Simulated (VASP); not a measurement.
# La2O3 (P-62m) in VASP: a series of runs

Runs on La2O3. Level: r2SCAN. Tasks: single point.

Program: VASP 6.6.1. These are calculated values, not measurements. Logs are shortened: lines on timing, memory, paths and dates and some standing lists are left out, and cuts for length are marked.

## Step 1: The cell of the first run

The structure is hexagonal, space group P-62m (No. 189). Conventional cell: a = 6.161 Å, b = 6.161 Å, c = 3.244 Å, α = 90.00°, β = 90.00°, γ = 120.00°. La (site symmetry -6) has 6 O at 2.41 Å and 2 La at 3.24 Å within 3.3 Å. Within 3.3 Å of O (site symmetry m2m) lie 4 La at 2.41 Å and 6 O at 3.08 to 3.24 Å.

## Step 2: Single point, r2SCAN

POSCAR reads:

```
La2O3
1.0
    6.1605428663      0.0000000000      0.0000000000
   -3.0802714332      5.3351869380      0.0000000000
    0.0000000000      0.0000000000      3.2438269561
La O
2 3
Direct
    0.3333333333      0.6666666667      0.5000000000
    0.6666666667      0.3333333333      0.5000000000
    0.4919860000      0.4919860000      0.0000000000
    0.0000000000      0.5080140000      0.0000000000
    0.5080140000      0.0000000000      0.0000000000
```

INCAR.step1 reads:

```
SYSTEM = La2O3
  ALGO = Normal
  EDIFF = 1E-4
  ENCUT = 520
  GGA = PE
  ISMEAR = 0
  LASPH = .True.
  LCHARG = .False.
  LREAL = .False.
  LWAVE = .True.
  NBANDS = 28
  NELM = 80
  PREC = Accurate
  SIGMA = 0.01
```

INCAR.step2 reads:

```
SYSTEM = La2O3
  ALGO = Normal
  EDIFF = 1E-6
  ENCUT = 520
  ISIF = 2
  ISMEAR = 0
  ISTART = 1
  LASPH = .True.
  LCHARG = .True.
  LELF = .True.
  LMIXTAU = .True.
  LREAL = .False.
  LVHAR = .True.
  LWAVE = .False.
  METAGGA = R2SCAN
  NBANDS = 28
  NELM = 80
  PREC = Accurate
  SIGMA = 0.01
```

KPOINTS reads:

```
k-points
0
Gamma
  6 6 6
  0 0 0
```

Potentials or basis: VASP PAW PBE potentials, release 64 (La, O).

Command:

```bash
$ cat potpaw_PBE.64/La/POTCAR potpaw_PBE.64/O/POTCAR > POTCAR
$ cp INCAR.step1 INCAR
$ mpirun -np 1 vasp_std > vasp.out
$ cp INCAR.step2 INCAR
$ mpirun -np 1 vasp_std > vasp.out
```

OUTCAR:

```text
SYSTEM = La2O3
   EDIFF = 1E-6
   ENCUT = 520
   ISIF = 2
   ISMEAR = 0
   ISTART = 1
   LASPH = .True.
   LREAL = .False.
   METAGGA = R2SCAN
   NELM = 80
   PREC = Accurate

 ion  position               nearest neighbor table
   1  0.333  0.667  0.500-   4 2.41   4 2.41   3 2.41   3 2.41   5 2.41   5 2.41   2 3.56   2 3.56
                             2 3.56
   2  0.667  0.333  0.500-   3 2.41   3 2.41   4 2.41   4 2.41   5 2.41   5 2.41   1 3.56   1 3.56
                             1 3.56
   3  0.492  0.492  0.000-   2 2.41   2 2.41   1 2.41   1 2.41
   4  0.000  0.508  0.000-   1 2.41   1 2.41   2 2.41   2 2.41
   5  0.508  0.000  0.000-   2 2.41   2 2.41   1 2.41   1 2.41

  LATTYP: Found a hexagonal cell.
 ALAT       =     6.1605428663
 C/A-ratio  =     0.5265488816

  Lattice vectors:

 A1 = (   6.1605428663,   0.0000000000,   0.0000000000)
 A2 = (  -3.0802714332,   5.3351869380,   0.0000000000)
 A3 = (   0.0000000000,   0.0000000000,   3.2438269561)

Analysis of symmetry for initial positions (statically):
=====================================================================
 Subroutine PRICEL returns:
 Original cell was already a primitive cell.

 Routine SETGRP: Setting up the symmetry group for a
 hexagonal supercell.

 Subroutine GETGRP returns: Found 12 space group operations
 (whereof 12 operations were pure point group operations)
 out of a pool of 24 trial point group operations.

The static configuration has the point symmetry D_3h.

Analysis of symmetry for dynamics (positions and initial velocities):
=====================================================================
 Subroutine PRICEL returns:
 Original cell was already a primitive cell.

 Routine SETGRP: Setting up the symmetry group for a
 hexagonal supercell.

 Subroutine GETGRP returns: Found 12 space group operations
 (whereof 12 operations were pure point group operations)
 out of a pool of 24 trial point group operations.

The dynamic configuration has the point symmetry D_3h.

 Subroutine INISYM returns: Found 12 space group operations
 (whereof 12 operations are pure point group operations),
 and found     1 'primitive' translations

----------------------------------------------------------------------------------------

                                     Primitive cell

  volume of cell :     106.6170

  direct lattice vectors                    reciprocal lattice vectors
     6.160542866  0.000000000  0.000000000     0.162323357  0.093717428  0.000000000
    -3.080271433  5.335186938  0.000000000     0.000000000  0.187434857  0.000000000
     0.000000000  0.000000000  3.243826956     0.000000000  0.000000000  0.308277850

  length of vectors
     6.160542866  6.160543139  3.243826956     0.187434865  0.187434857  0.308277850

  position of ions in fractional coordinates (direct lattice)
     0.333333333  0.666666667  0.500000000
     0.666666667  0.333333333  0.500000000
     0.491986000  0.491986000  0.000000000
     0.000000000  0.508014000  0.000000000
     0.508014000  0.000000000  0.000000000

  ion indices of the primitive-cell ions
   primitive index   ion index
                 1           1
                 2           2
                 3           3
                 4           4
                 5           5

----------------------------------------------------------------------------------------

 KPOINTS: k-points

Automatic generation of k-mesh.
 Grid dimensions read from file:
 generate k-points for:    6    6    6

 Generating k-lattice:

  Cartesian coordinates                     Fractional coordinates (reciprocal lattice)
     0.027053893  0.015619571  0.000000000     0.166666667  0.000000000  0.000000000
     0.000000000  0.031239143  0.000000000     0.000000000  0.166666667  0.000000000
     0.000000000  0.000000000  0.051379642     0.000000000  0.000000000  0.166666667

  Length of vectors
     0.031239144  0.031239143  0.051379642

  Shift w.r.t. Gamma in fractional coordinates (k-lattice)
     0.000000000  0.000000000  0.000000000

 Subroutine IBZKPT returns following result:
 ===========================================

 Found     28 irreducible k-points:

 Following reciprocal coordinates:
            Coordinates               Weight
  0.000000  0.000000  0.000000      1.000000
  0.166667 -0.000000  0.000000      6.000000
  0.333333  0.000000  0.000000      6.000000
  0.500000  0.000000  0.000000      3.000000
  0.166667  0.166667  0.000000      6.000000
  0.333333  0.166667  0.000000     12.000000
[... 16 lines left out ...]
  0.166667 -0.000000  0.500000      6.000000
  0.333333  0.000000  0.500000      6.000000
 [... further k-points ...]
   k-points           NKPTS =     28   k-points in BZ     NKDIM =     28   number of bands    NBANDS=     28
   number of dos      NEDOS =    301   number of ions     NIONS =      5
   total plane-waves  NPLWV =  55296
   dimension x,y,z NGX =    48 NGY =   48 NGZ =   24
   dimension x,y,z NGXF=    96 NGYF=   96 NGZF=   48
   ions per type =               2   3
   NGX,Y,Z   is equivalent  to a cutoff of  12.95, 12.95, 12.30 a.u.
   NGXF,Y,Z  is equivalent  to a cutoff of  25.91, 25.91, 24.60 a.u.
 SYSTEM =  La2O3
   PREC   = accura    normal or accurate (medium, high low for compatibility)
   ISTART =      1    job   : 0-new  1-cont  2-samecut
   ICHARG =      0    charge: 1-file 2-atom 10-const
   ISPIN  =      1    spin polarized calculation?
   LNONCOLLINEAR =      F non collinear calculations
   LSORBIT =      F    spin-orbit coupling
   LASPH  =      T    aspherical Exc in radial PAW
   ENCUT  =  520.0 eV  38.22 Ry    6.18 a.u.  11.45 11.45  6.03*2*pi/ulx,y,z
   NELM   =     80;   NELMIN=  2; NELMDL=  0     # of ELM steps
   EDIFF  = 0.1E-05   stopping-criterion for ELM
   LREAL  =      F    real-space projection
   EDIFFG = 0.1E-04   stopping-criterion for IOM
   NSW    =      0    number of steps for IOM
   IBRION =     -1    ionic relax: 0-MD 1-quasi-New 2-CG
   NFREE  =      0    steps in history (QN), initial steepest desc. (CG)
   ISIF   =      2    stress and relaxation
   ISYM   =      2    0-nonsym 1-usesym 2-fastsym
   POTIM  = 0.5000    time-step for ionic-motion
   TEBEG  =    0.0;   TEEND  =   0.0 temperature during run
   PSTRESS=    0.0 pullay stress
   NELECT =      40.0000    total number of electrons
   NUPDOWN=      -1.0000    fix difference up-down
   EMIN   =  10.00;   EMAX   =-10.00  energy-range for DOS
   EFERMI =   0.00;   METHOD = LEGACY
   ISMEAR =     0;   SIGMA  =   0.01  broadening in eV -4-tet -1-fermi 0-gaus
   EFERMI_NEDOS =   21; number of points for ismear=-14 and -15
   IALGO  =     38    algorithm
   IMIX   =      4    mixing-type and parameters
     AMIX     =   0.40;   BMIX     =  1.00
     AMIX_MAG =   1.60;   BMIX_MAG =  1.00
  volume/ion in A,a.u.               =      21.32       143.90
  Fermi-wavevector in a.u.,A,eV,Ry     =   1.180736  2.231267 18.968385  1.394137
  Thomas-Fermi vector in A             =   2.317023
   LORBIT       =      0    0 simple, 1 ext, 2 COOP (PROOUT), +10 PAW based schemes
   METAGGA = R2SCAN    functional components
   LHFCALC =     F    Hartree Fock is set to
   AEXX    =    0.0000 exact exchange contribution
   IVDW    =     0    specifies the selected vdW correction
   LEPSILON=     F    determine dielectric tensor
   LRPA    =     F    only Hartree local field effects (RPA)
 non-spin polarized calculation
 Gauss-broadening in eV      SIGMA  =   0.01
  energy-cutoff  :      520.00
  volume of cell :      106.62
 maximum number of plane-waves:      2928
 NGX is ok and might be reduce to    48
   NGX = 23   NGY = 23   NGZ = 13

 number of electron      39.9999991 magnetization

 Free energy of the ion-electron system (eV)
  ---------------------------------------------------
  ext. energy  EPLUGINS =         0.00000000
  ---------------------------------------------------
  free energy    TOTEN  =       -94.57745369 eV

  energy without entropy =      -94.57745369  energy(sigma->0) =      -94.57745369

 E-fermi :   3.8899     XC(G=0):  -9.0967

 val. band max:        3.7855226770   @ k =   0.0000   0.0000   0.5000
 cond. band min:       5.3787600369   @ k =   0.0000   0.0000   0.0000
 fundamental gap:      1.5932373599
 Fermi energy:         3.8899425236

 k-point     1 :       0.0000    0.0000    0.0000
  band No.  band energies     occupation
      1     -27.7696      2.00000
      2     -27.4658      2.00000
      3     -15.1083      2.00000
      4     -15.1083      2.00000
      5     -13.3566      2.00000
      6     -10.8351      2.00000
[... 20 lines left out ...]
     27       9.3165      0.00000
     28       9.3220      0.00000

 k-point     2 :       0.1667   -0.0000    0.0000
  band No.  band energies     occupation
      1     -27.7525      2.00000
      2     -27.4846      2.00000
      3     -15.1122      2.00000
      4     -15.0299      2.00000
      5     -13.5091      2.00000
      6     -10.8109      2.00000
[... 20 lines left out ...]
     27       9.3273      0.00000
     28       9.3297      0.00000

 k-point     3 :       0.3333    0.0000    0.0000
  band No.  band energies     occupation
      1     -27.7078      2.00000
      2     -27.5326      2.00000
      3     -15.1199      2.00000
      4     -14.8216      2.00000
      5     -13.8445      2.00000
      6     -10.7609      2.00000
[... 20 lines left out ...]
     27       9.3278      0.00000
     28       9.3571      0.00000

 k-point     4 :       0.5000    0.0000    0.0000
  band No.  band energies     occupation
      1     -27.6716      2.00000
      2     -27.5705      2.00000
      3     -15.1237      2.00000
      4     -14.6496      2.00000
      5     -14.0724      2.00000
      6     -10.7349      2.00000
[... 578 lines left out ...]
     27       8.9170      0.00000
     28       8.9614      0.00000

 k-point    23 :       0.1667   -0.0000    0.5000
  band No.  band energies     occupation
      1     -27.3225      2.00000
      2     -27.1345      2.00000
      3     -15.7557      2.00000
      4     -14.0237      2.00000
      5     -13.7125      2.00000
      6     -11.8940      2.00000
[... 20 lines left out ...]
     27       8.9519      0.00000
     28       9.0045      0.00000

 k-point    24 :       0.3333    0.0000    0.5000
  band No.  band energies     occupation
      1     -27.2907      2.00000
      2     -27.1677      2.00000
      3     -15.5637      2.00000
      4     -14.5278      2.00000
      5     -13.7134      2.00000
      6     -11.3919      2.00000
[... 20 lines left out ...]
     27       9.0064      0.00000
     28       9.1884      0.00000

 [... further k-points ...]
[... 5 lines left out ...]
  --------------------------------------------------------------------------------------
  -------------------------------------------------------------------------------------
  Total        4.5981753      4.5981758      4.7376892     -0.0000000     -0.0000000      0.0000000
  in kB       69.0986883     69.0986964     71.1952216     -0.0000000     -0.0000000      0.0000000
  external PRESSURE =      69.7975354 kB  Pullay stress =       0.0000000 kB

 VOLUME and BASIS-vectors are now :
 -----------------------------------------------------------------------------
  energy-cutoff  :      520.00
  volume of cell :      106.62
      direct lattice vectors                 reciprocal lattice vectors
     6.160542866  0.000000000  0.000000000     0.162323357  0.093717428  0.000000000
    -3.080271433  5.335186938  0.000000000     0.000000000  0.187434857  0.000000000
     0.000000000  0.000000000  3.243826956     0.000000000  0.000000000  0.308277850

 POSITION                                       TOTAL-FORCE (eV/Angst)
 -----------------------------------------------------------------------------------
     -0.00000      3.55679      1.62191        -0.000000      0.000000      0.000000
      3.08027      1.77840      1.62191        -0.000000     -0.000000      0.000000
      1.51545      2.62484      0.00000         0.010901      0.018882      0.000000
     -1.56482      2.71035      0.00000         0.010901     -0.018882     -0.000000
      3.12964      0.00000      0.00000        -0.021803     -0.000000      0.000000
 -----------------------------------------------------------------------------------
    total drift:                               -0.000000      0.000001     -0.000000

  FREE ENERGIE OF THE ION-ELECTRON SYSTEM (eV)
  ---------------------------------------------------
  free  energy   TOTEN  =       -94.5774536864 eV

  energy  without entropy=      -94.5774536864  energy(sigma->0) =      -94.57745369
```

It took 11 min on 1 thread of AMD EPYC 7R43 (Zen 3), shared host; peak memory 0.24 GiB.

Results:

```
Free energy            : -94.5775 eV
Pressure               : 7.0 GPa
Largest force          : 0.022 eV/Å
Band gap on the k mesh : 1.59 eV (least direct gap 2.29 eV)
```

Forces in eV/Å, atoms in the order of the input:
```
La   0.000  0.000  0.000
La   0.000  0.000  0.000
O    0.011  0.019  0.000
O    0.011 -0.019  0.000
O   -0.022  0.000  0.000
```

Caveat: the cell stands under pressure; the PAW data sets were made with another functional, which shifts forces and pressure a little; spin-orbit coupling is left out, which moves the levels of the heavy elements.

## Step 3: Single point, r2SCAN

This run uses another cell than the first one, of 22.00 Å³/atom.

Changes to POSCAR since step 2:

```diff
@@ -2,5 +2,5 @@
 1.0
-    6.1605428663      0.0000000000      0.0000000000
-   -3.0802714332      5.3351869380      0.0000000000
-    0.0000000000      0.0000000000      3.2438269561
+    6.2247198065      0.0000000000      0.0000000000
+   -3.1123599033      5.3907658018      0.0000000000
+    0.0000000000      0.0000000000      3.2776192522
 La O
```

INCAR.step1 reads:

```
PREC = Accurate
ENCUT = 520
ISMEAR = 0
SIGMA = 0.01
LREAL = False
LASPH = True
NELM = 100
NBANDS = 28
GGA = PE
ALGO = Normal
EDIFF = 1E-4
LWAVE = True
LCHARG = False
```

INCAR.step2 reads:

```
PREC = Accurate
ENCUT = 520
EDIFF = 1E-7
ISMEAR = 0
SIGMA = 0.01
LREAL = False
LASPH = True
NELM = 100
ALGO = Normal
ISIF = 2
LWAVE = False
LCHARG = False
METAGGA = R2SCAN
LMIXTAU = True
NBANDS = 28
ISTART = 1
```

KPOINTS reads:

```
Automatic mesh
0
Gamma
  6 6 6
```

Potentials or basis: VASP PAW PBE potentials, release 64 (La, O).

Command:

```bash
$ cat potpaw_PBE.64/La/POTCAR potpaw_PBE.64/O/POTCAR > POTCAR
$ cp INCAR.step1 INCAR
$ mpirun -np 1 vasp_std > vasp.out
$ cp INCAR.step2 INCAR
$ mpirun -np 1 vasp_std > vasp.out
```

Wall time 12 min (1 thread of AMD EPYC 7R43 (Zen 3), shared host); peak memory 0.25 GiB.

The run converged. Its results:

| Item | Value |
| --- | --- |
| Free energy | -94.6863 eV |
| Pressure | 3.2 GPa |
| Largest force | 0.041 eV/Å |
| Band gap on the k mesh | 1.77 eV (least direct gap 2.37 eV) |

Forces in eV/Å, atoms in the order of the input:
```
La   0.000  0.000  0.000
La   0.000  0.000  0.000
O    0.020  0.035  0.000
O    0.020 -0.035  0.000
O   -0.041  0.000  0.000
```

Stress tensor (GPa, compression positive):
```
3.81 0.00 0.00
0.00 3.81 0.00
0.00 0.00 2.10
```

Levels at points of the mesh, in eV from the valence-band top:
| k point | band 18 | band 19 | band 20 | band 21 | band 22 | band 23 |
| --- | --- | --- | --- | --- | --- | --- |
| (0.00, 0.00, 0.00) | -1.13 | -0.87 | -0.59 | 1.78 | 3.85 | 4.58 |
| (0.50, 0.00, 0.00) | -1.35 | -1.28 | -1.08 | 3.07 | 3.87 | 4.80 |
| (0.00, 0.00, 0.50) | -1.37 | -0.48 | 0.00 | 4.73 | 4.80 | 4.80 |
| (0.50, 0.00, 0.50) | -1.58 | -0.85 | -0.72 | 4.59 | 5.01 | 5.03 |

Caveat: the cell stands under pressure; the PAW data sets were made with another functional, which shifts forces and pressure a little; spin-orbit coupling is left out, which moves the levels of the heavy elements.

(Continued in part 2 of 2.)
